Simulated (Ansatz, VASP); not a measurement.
Two plane-wave programs on Al

Contents of INCAR:

```
PREC     = Accurate       # precision mode
ENCUT    = 520            # plane-wave cutoff, eV
EDIFF    = 1E-7           # SCF threshold, eV
ISMEAR   = 0              # smearing method
SIGMA    = 0.15           # smearing width, eV
LREAL    = F              # projectors in reciprocal space
LASPH    = T              # aspherical terms in the spheres
NELM     = 80             # most SCF steps
ALGO     = Fast           # electronic algorithm
ISIF     = 2              # what is computed and relaxed
LWAVE    = F              # write WAVECAR
LCHARG   = F              # write CHGCAR
GGA      = PS             # functional
NBANDS   = 14             # bands
```

The input KPOINTS:

```
regular mesh
0
Gamma
  16 16 5
```

POSCAR

```
Al
1.0
   -1.6063180831      1.6063180831     -1.6063180831
   -1.6063180831     -1.6063180831      1.6063180831
   -0.1606318083      6.2646405243      6.5859041409
Al
4
Direct
    0.0000000000     -0.0875000000      0.8750000000
    0.5000000000      0.4875000000      0.1250000000
    0.0000000000     -0.0375000000      0.3750000000
    0.5000000000      0.4375000000      0.6250000000
```

Input for Ansatz:

```yaml
crystal:
  lattice:
    - [-1.6063180831, 1.6063180831, -1.6063180831]
    - [-1.6063180831, -1.6063180831, 1.6063180831]
    - [-0.1606318083, 6.2646405243, 6.5859041409]
  atoms:
    - { symbol: Al, position: [0.0, -0.0875, 0.875] }
    - { symbol: Al, position: [0.5, 0.4875, 0.125] }
    - { symbol: Al, position: [0.0, -0.0375, 0.375] }
    - { symbol: Al, position: [0.5, 0.4375, 0.625] }
basis:
  ecutwfc: 420
kpoints:
  mp_grid: { grid: [16, 16, 5] }
hamiltonian:
  xc: pbesol
  pseudopotentials: { kind: paw, azcp: { folder: soft_1 } }
scf:
  occupations: { method: gaussian, width: 0.15 }
output:
  forces: true
  stress: true
  eigenvalues: true
```

Alike in both runs: task single point; functional PBEsol; k mesh 16 × 16 × 5; occupations gaussian, width 0.15 eV; no spin polarisation.

```csv
,VASP,Ansatz
version,VASP 6.6.1,Ansatz 0.2.0
potentials or method,"VASP PAW PBE potentials, release 64 (Al), cutoff 520 eV","scalar-relativistic, plane waves, PAW"
valence electrons in the cell,12,12
```

```tsv
	VASP	Ansatz	Ansatz less VASP
gap on the k mesh at the Fermi level (eV)	none	none	-
pressure (GPa)	0.1	0.1	-0.08
traceless stress, the component that is largest in VASP (GPa)	0.53	0.52	-0.004
rms of the force components (eV/Å)	0.073	0.072	-0.0004
```

VASP's potentials were made for PBE, not for PBEsol, and Ansatz warns of the same on its side. Atom by atom the forces differ by 0.000 eV/Å (rms over components). A gap of «none» marks a metal or a gap that the smearing closes. With one functional, cell and mesh, what is left measures potentials, basis and numerics.
